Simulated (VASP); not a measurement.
Input of a VASP 6.6.1 run:

The input INCAR:

```
SYSTEM = PtSe
PREC = Accurate ; ENCUT = 520
EDIFF = 1E-6 ; ISMEAR = 0
SIGMA = 0.05 ; LREAL = .FALSE.
LASPH = .TRUE. ; NELM = 150
ALGO = Normal ; ISIF = 2
LWAVE = .FALSE. ; LCHARG = .TRUE.
ISPIN = 2 ; MAGMOM = 0.81 0.04
LORBIT = 11 ; LMAXMIX = 4
LDAU = .TRUE. ; LDAUTYPE = 1
LDAUL = 2 -1 ; LDAUU = 7 0
LDAUJ = 0.9 0 ; LDAUPRINT = 1
GGA = PE ; LELF = .TRUE.
LVHAR = .TRUE. ; NBANDS = 19
```

Contents of KPOINTS:

```
regular mesh
0
G
  5 5 5
  0 0 0
```

POSCAR

```
PtSe
1.0
    0.0000000000      3.0374472300      3.0374472300
    3.0374472300      0.0000000000      3.0374472300
    3.0374472300      3.0374472300      0.0000000000
Pt Se
1 1
Direct
    0.0000000000      0.0000000000      0.0000000000
    0.2500000000      0.2500000000      0.2500000000
```

Potentials or basis: VASP PAW PBE potentials, release 64 (Pt, Se).

Run with:

```sh
$ cat potpaw_PBE.64/Pt/POTCAR potpaw_PBE.64/Se/POTCAR > POTCAR
$ mpirun -np 1 vasp_std > vasp.out
```

What does it give for the site moments?

Pt +0.57; Se +0.20 μB.

Predict the pressure.

-12.1 GPa.

Predict the net moment.

0.88 μB per cell.

Eigenvalues of the final occupation matrices:
| site | spin | trace | eigenvalues |
| --- | --- | --- | --- |
| site 1 d | 1 | 4.60 | 0.91 0.91 0.91 0.94 0.94 |
| site 1 d | 2 | 4.09 | 0.75 0.75 0.75 0.91 0.91 |

Caveat: spin-orbit coupling is left out, which moves the levels of the heavy elements. The state reached can hang on the start; a lower one may exist.
